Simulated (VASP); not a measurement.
## MgO: single point with r2SCAN

MgO:

```xyz
2
Lattice="2.5715 -0.0519 -0.0519 -0.0519 2.5715 -0.0519 -0.0519 -0.0519 2.5715" Properties=species:S:1:pos:R:3 pbc="T T T"
Mg    0.0000    0.0000    0.0000
O     1.2339    1.2339    1.2339
```

This cell differs from its parent crystal: strain along [111] -5.9%.

* Program: VASP 6.6.1
* Task: single point
* Functional: r2SCAN
* Potentials or basis: VASP PAW PBE potentials, release 64 (Mg, O)
* Cutoff: 520 eV
* k mesh: 10 × 10 × 10
* Occupations: gaussian, width 0.01 eV
* Spin: no spin polarisation

- Pressure: 10.2 GPa
- Band gap on the k mesh: 4.10 eV, indirect (least direct gap 5.09 eV)

Stress tensor (GPa, compression positive):
```
10.22 -1.51 -1.51
-1.51 10.22 -1.51
-1.51 -1.51 10.22
```

Levels at points of the mesh, in eV from the valence-band top:
```tsv
k point	band 2	band 3	band 4	band 5	band 6	band 7
(0.00, 0.00, 0.00)	-1.34	-0.99	-0.99	4.10	11.66	11.66
(0.50, 0.00, 0.00)	-6.97	-0.78	-0.49	8.59	11.38	16.27
(0.50, 0.50, 0.00)	-5.28	-4.99	0.00	6.19	13.85	14.60
(0.50, 0.50, 0.50)	-4.13	-4.13	-3.93	8.31	8.31	9.73
```

It took 40 s on 1 thread of Intel(R) Xeon(R) Platinum 8488C (Sapphire Rapids), with other jobs on the host, peak memory 0.14 GiB.

Caveat: the cell differs from its parent crystal (strain along [111] -5.9%); the PAW data sets were made with another functional, which shifts forces and pressure a little. A k mesh can miss the band edges.
